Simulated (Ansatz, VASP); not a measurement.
## Two plane-wave programs on VN2

The input INCAR:

```
SYSTEM = VN2
  PREC = Accurate
  ENCUT = 520
  EDIFF = 1E-7
  ISMEAR = 0
  SIGMA = 0.15
  LREAL = .FALSE.
  LASPH = .TRUE.
  NELM = 100
  ALGO = Normal
  ISIF = 2
  LWAVE = .FALSE.
  LCHARG = .FALSE.
  GGA = PE
  NBANDS = 32
```

File KPOINTS:

```
regular mesh
0
G
  16 16 16
  0 0 0
```

The input POSCAR:

```
VN2
1.0
   -2.2071827141      2.2071827141      2.5463471024
    2.2071827141     -2.2071827141      2.5463471024
    2.2071827141      2.2071827141     -2.5463471024
V N
2 4
Direct
    0.2500000000      0.2500000000      0.0000000000
    0.7500000000      0.7500000000      0.0000000000
    0.1135731475      0.6135731475      0.7271462950
    0.6135731475      0.8864268525      0.5000000000
    0.8864268525      0.3864268525      0.2728537050
    0.3864268525      0.1135731475      0.5000000000
```

Input for Ansatz:

```yaml
crystal:
  lattice:
    - [-2.2071827141, 2.2071827141, 2.5463471024]
    - [2.2071827141, -2.2071827141, 2.5463471024]
    - [2.2071827141, 2.2071827141, -2.5463471024]
  atoms:
    - { symbol: V, position: [0.25, 0.25, 0.0] }
    - { symbol: V, position: [0.75, 0.75, 0.0] }
    - { symbol: "N", position: [0.1135731475, 0.6135731475, 0.727146295] }
    - { symbol: "N", position: [0.6135731475, 0.8864268525, 0.5] }
    - { symbol: "N", position: [0.8864268525, 0.3864268525, 0.272853705] }
    - { symbol: "N", position: [0.3864268525, 0.1135731475, 0.5] }
basis:
  ecutwfc: 420
kpoints:
  mp_grid: { grid: [16, 16, 16] }
hamiltonian:
  xc: pbe
scf:
  occupations: { method: gaussian, width: 0.15 }
output:
  forces: true
  stress: true
  eigenvalues: true
```

Change from the starting cell: strain +0.025 along x and y, +0.025 along z, atoms carried along.

Alike in both runs: task single point; functional PBE; k mesh 16 × 16 × 16; occupations gaussian, width 0.15 eV; no spin polarisation.

|  | VASP | Ansatz |
| --- | --- | --- |
| version | VASP 6.6.1 | Ansatz 0.2.0 |
| potentials or method | VASP PAW PBE potentials, release 64 (V_sv, N), cutoff 520 eV | scalar-relativistic, plane waves, PAW |
| valence electrons in the cell | 46 | 46 |

```tsv
	VASP	Ansatz	Ansatz less VASP
gap on the k mesh at the Fermi level (eV)	none	none	-
pressure (GPa)	-20.1	-20.7	-0.53
traceless stress, the component that is largest in VASP (GPa)	2.51	2.63	+0.113
rms of the force components (eV/Å)	0.230	0.252	+0.0220
```

Atom by atom the forces differ by 0.022 eV/Å (rms over components). A gap of «none» marks a metal or a gap that the smearing closes.
